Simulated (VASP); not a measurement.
Write the native input for VASP 6.6.1 that does the following.

```yaml
Task: single point
Functional: PBEsol
Potentials_or_basis: VASP PAW PBE potentials, release 64 (W_sv, S)
Cutoff: 520 eV
k_mesh: 12 × 12 × 2
Occupations: gaussian, width 0.02 eV
Spin: no spin polarisation
Dipole_correction: no
Further_INCAR_settings: ALGO = Normal; EDIFF = 1e-06; NBANDS = 35
```

The structure of WS2 lies in POSCAR:

```
WS2
1.0
    3.2090053641      0.0000000000      0.0000000000
   -1.6045026821      2.7790801662      0.0000000000
    0.0000000000      0.0000000000     12.5966043505
W S
2 4
Direct
    0.3333333333      0.6666666667      0.2500000000
    0.6666666667      0.3333333333      0.7500000000
    0.3333333333      0.6666666667      0.6273388359
    0.6666666667      0.3333333333      0.1273388359
    0.3333333333      0.6666666667      0.8726611641
    0.6666666667      0.3333333333      0.3726611641
```

One way to write it, as run:

INCAR

```
PREC     = Accurate       # precision mode
ENCUT    = 520            # plane-wave cutoff, eV
EDIFF    = 1E-6           # SCF threshold, eV
ISMEAR   = 0              # smearing method
SIGMA    = 0.02           # smearing width, eV
LREAL    = F              # projectors in reciprocal space
LASPH    = T              # aspherical terms in the spheres
NELM     = 60             # most SCF steps
ALGO     = Normal         # electronic algorithm
ISIF     = 2              # what is computed and relaxed
LWAVE    = F              # write WAVECAR
LCHARG   = T              # write CHGCAR
GGA      = PS             # functional
LELF     = T              # ELF
LVHAR    = T            
NBANDS   = 35             # bands
```

KPOINTS

```
Automatic mesh
0
Gamma
  12 12 2
```

Potentials or basis: VASP PAW PBE potentials, release 64 (W_sv, S).

Command:

```bash
$ cat potpaw_PBE.64/W_sv/POTCAR potpaw_PBE.64/S/POTCAR > POTCAR
$ mpirun -np 1 vasp_std > vasp.out
```

Results of the run:

* Pressure: -3.5 GPa
* Largest force: 0.019 eV/Å
* Band gap on the k mesh: 0.95 eV, indirect (least direct gap 1.60 eV)

Caveat: the PAW data sets were made with another functional, which shifts forces and pressure a little; spin-orbit coupling is left out, which moves the levels of the heavy elements; this functional lacks dispersion, which binds the layers, so the pressure and a relaxed spacing across them are unreliable.

It took 58 s on 1 thread of Intel(R) Xeon(R) 6975P-C (Granite Rapids), on a shared host, peak memory 0.29 GiB.
